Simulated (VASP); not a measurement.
Runs of VASP 6.6.1 on In3Sb. The structure is that of space group Fm-3m (No. 225), or close to it. The cells are those of the table. 

```csv
task,cell,gap on the mesh (eV),pressure (GPa)
single point,"a = 5.272 Å, angles 60.0°, 4 atoms",none,0.0
relaxation of cell and atoms,"relaxed to 10 GPa from a = 5.431 Å, angles 60.0°, 4 atoms",none,10.1
relaxation of cell and atoms,"relaxed from a = 5.431 Å, angles 60.0°, 4 atoms",none,0.0
single point,"a = 5.136 Å, angles 60.0°, 4 atoms",none,(a)
single point,"a = 4.896 Å, angles 60.0°, 4 atoms",none,20.0
```

Alike in all rows: level PBEsol; potentials or basis VASP PAW PBE potentials, release 64 (Sb, In_d); no spin polarisation; k mesh 5 × 5 × 5; cutoff (eV) 500; smearing fermi-dirac 0.01 eV.

Fill in the values left out.

(a) 5.0.

Caveats: the PAW data sets were made with another functional, which shifts forces and pressure a little; spin-orbit coupling is left out, which moves the levels of the heavy elements; the cell stands under pressure (at least some runs); the cell is relaxed towards a set pressure, so the run minimises the enthalpy, not the energy (at least some runs).

A k mesh can miss the band edges, and the runs leave out spin-orbit coupling on In, Sb.

A gap of «none» marks levels without a gap at the run's occupations.
